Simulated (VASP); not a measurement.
Runs of VASP 6.6.1 on Mn. The structure is that of space group I4/mmm (No. 139), or close to it. The cells are those of the table. 

```tsv
cell	k mesh	cutoff (eV)	smearing	gap on the mesh (eV)	pressure (GPa)	moment (μB)
a = 2.671, b = 2.671, c = 3.591 Å, 2 atoms	14 × 14 × 10	520	fermi-dirac 0.05 eV	none	-12.1	0.00
a = 2.639, b = 2.639, c = 3.548 Å, 2 atoms	14 × 14 × 10	520	fermi-dirac 0.05 eV	none	(a)	0.00
a = 2.606, b = 2.606, c = 3.504 Å, 2 atoms	14 × 14 × 10	520	fermi-dirac 0.05 eV	none	-4.9	0.00
a = 2.572, b = 2.572, c = 3.458 Å, 2 atoms	6 × 6 × 5	500	fermi-dirac 0.1 eV	none	1.4	0.00
```

Alike in all rows: task single point; level PBE; potentials or basis VASP PAW PBE potentials, release 64 (Mn_pv); spin collinear, antiferromagnetic start.

Question: Fill in the values left out.

Answer: (a) -9.1.

Caveats: some runs use coarse meshes.

A gap of «none» marks levels without a gap at the run's occupations.
